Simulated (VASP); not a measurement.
Here is a VASP 6.6.1 calculation.

POSCAR

```
TiAl
1.0
    2.7812443657      0.0000000000      0.0000000000
   -1.3906221828      2.4086282748      0.0000000000
    0.0000000000      0.0000000000      4.7482542450
Ti Al
1 1
Direct
    0.0000000000      0.0000000000      0.0000000000
    0.3333333333      0.6666666667      0.5000000000
```

The input INCAR.step1:

```
SYSTEM = TiAl
PREC = Accurate
ENCUT = 520
ISMEAR = 0
SIGMA = 0.15
LREAL = .FALSE.
LASPH = .TRUE.
NELM = 60
NBANDS = 14
GGA = PE
ALGO = Normal
EDIFF = 1E-4
LWAVE = .TRUE.
LCHARG = .FALSE.
```

The input INCAR.step2:

```
SYSTEM = TiAl
PREC = Accurate
ENCUT = 520
EDIFF = 1E-7
ISMEAR = 0
SIGMA = 0.15
LREAL = .FALSE.
LASPH = .TRUE.
NELM = 60
ALGO = Normal
ISIF = 2
LWAVE = .FALSE.
LCHARG = .FALSE.
METAGGA = R2SCAN
LMIXTAU = .TRUE.
NBANDS = 14
ISTART = 1
```

File KPOINTS:

```
regular mesh
0
G
  18 18 10
  0 0 0
```

Potentials or basis: VASP PAW PBE potentials, release 64 (Ti_sv, Al).

Run with:

```console
$ cat potpaw_PBE.64/Ti_sv/POTCAR potpaw_PBE.64/Al/POTCAR > POTCAR
$ cp INCAR.step1 INCAR
$ mpirun -np 1 vasp_std > vasp.out
$ cp INCAR.step2 INCAR
$ mpirun -np 1 vasp_std > vasp.out
```

Question: Estimate the pressure.

Answer: 4.1 GPa.

Stress tensor (GPa, compression positive):
```
 7.22  0.00  0.00
 0.00  7.22  0.00
 0.00  0.00 -2.20
```

Caveat: the cell differs from its parent crystal (strain -0.030 along x and y, +0.015 along z); the PAW data sets were made with another functional, which shifts forces and pressure a little.
